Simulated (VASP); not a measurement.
AgI (Iodargyrite):

```
Ag I
1.0
     4.68554    0.00000    0.00000
    -2.34277    4.05780    0.00000
     0.00000    0.00000    7.66431
Ag I
2 2
Direct
  0.66667 0.33333 0.62765
  0.33333 0.66667 0.12765
  0.66667 0.33333 0.00235
  0.33333 0.66667 0.50235
```

```yaml
Program: VASP 6.6.1
Task: relaxation of cell and atoms
Functional: PBE
Dispersion: D3(BJ)
Potentials_or_basis: VASP PAW PBE potentials, release 64 (Ag, I)
Cutoff: 500 eV
k_mesh: 9 × 9 × 4
Occupations: gaussian, width 0.02 eV
Spin: no spin polarisation
```

At the start: pressure -1.6 GPa; volume 36.43 Å³/atom.

**Question.** Where does the relaxation end?

**Answer.** Over 8 steps the energy falls by 11.7 meV/atom and the volume is 34.29 Å³/atom (-5.9 %); space group P6_3mc (No. 186, to 0.05 Å).

Step by step:
| step | energy change (eV) | largest force (eV/Å) | pressure (GPa) | volume (Å³) |
| --- | --- | --- | --- | --- |
| 1 | 0.0000 | 0.0015 | -1.64 | 145.72 |
| 2 | -0.0461 | 0.0032 | -0.20 | 137.99 |
| 3 | -0.0467 | 0.0034 | 0.01 | 137.08 |
| 4 | -0.0467 | 0.0037 | -0.04 | 137.25 |
| 5 | -0.0467 | 0.0043 | -0.03 | 137.24 |
| 6 | -0.0467 | 0.0056 | -0.03 | 137.23 |
| 7 | -0.0467 | 0.0050 | -0.02 | 137.18 |
| 8 | -0.0467 | 0.0046 | -0.02 | 137.15 |

Final structure:
```xyz
4
Lattice="4.5901 0.0000 0.0000 -2.2950 3.9751 0.0000 0.0000 0.0000 7.5165" Properties=species:S:1:pos:R:3 pbc="T T T"
Ag    2.2950    1.3250    4.7185
Ag    0.0000    2.6501    0.9603
I     2.2950    1.3250    0.0169
I     0.0000    2.6501    3.7751
```
